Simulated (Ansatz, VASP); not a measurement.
## One calculation of LiF, two programs

The input INCAR:

```
SYSTEM = LiF
ALGO     = Normal         ! electronic algorithm
EDIFF    = 1E-6           ! SCF threshold, eV
ENCUT    = 520            ! plane-wave cutoff, eV
ISIF     = 2              ! what is computed and relaxed
ISMEAR   = 0              ! smearing method
LASPH    = .TRUE.         ! aspherical terms in the spheres
LCHARG   = .FALSE.        ! write CHGCAR
LREAL    = .FALSE.        ! projectors in reciprocal space
LWAVE    = .FALSE.        ! write WAVECAR
NBANDS   = 18             ! bands
NELM     = 80             ! most SCF steps
PREC     = Accurate       ! precision mode
SIGMA    = 0.05           ! smearing width, eV
```

KPOINTS

```
k-points
0
G
  9 9 6
  0 0 0
```

File POSCAR:

```
LiF
1.0
    3.0255452216      0.0000000000      0.0000000000
   -1.5127726108      2.6201990222      0.0000000000
    0.0000000000      0.0000000000      4.2242662384
Li F
2 2
Direct
    0.3333333333      0.6666666667      0.3839784076
    0.6666666667      0.3333333333      0.8839784076
    0.3333333333      0.6666666667      0.9910195924
    0.6666666667      0.3333333333      0.4910195924
```

Input for Ansatz:

```yaml
crystal:
  lattice:
    - [3.0255452216, 0.0, 0.0]
    - [-1.5127726108, 2.6201990222, 0.0]
    - [0.0, 0.0, 4.2242662384]
  atoms:
    - { symbol: Li, position: [0.3333333333, 0.6666666667, 0.3839784076] }
    - { symbol: Li, position: [0.6666666667, 0.3333333333, 0.8839784076] }
    - { symbol: F, position: [0.3333333333, 0.6666666667, 0.9910195924] }
    - { symbol: F, position: [0.6666666667, 0.3333333333, 0.4910195924] }
basis:
  ecutwfc: 520.0
kpoints:
  mp_grid: { grid: [9, 9, 6] }
hamiltonian:
  xc: lda
scf:
  occupations: { method: gaussian, width: 0.05 }
output:
  forces: true
  stress: true
  eigenvalues: true
```

Alike in both runs: task single point; functional LDA; k mesh 9 × 9 × 6; occupations gaussian, width 0.05 eV; no spin polarisation.

```csv
,VASP,Ansatz
version,VASP 6.6.1,Ansatz 0.2.0
potentials or method,"VASP PAW LDA potentials, release 64 (Li_sv, F), cutoff 520 eV","scalar-relativistic, plane waves, PAW"
valence electrons in the cell,20,20
```

|  | VASP | Ansatz | Ansatz less VASP |
| --- | --- | --- | --- |
| gap on the k mesh at the Fermi level (eV) | 8.28 | 8.29 | +0.018 |
| least direct gap on the mesh (eV) | 8.28 | 8.29 | +0.018 |
| rms of the force components (eV/Å) | 0.527 | 0.515 | -0.0122 |

LDA's correlation is that of Perdew and Zunger in VASP and of Perdew and Wang (1992) in Ansatz. Atom by atom the forces differ by 0.012 eV/Å (rms over components).

Noted on VASP's run: the cutoff is short for stress, so the pressure is rough.
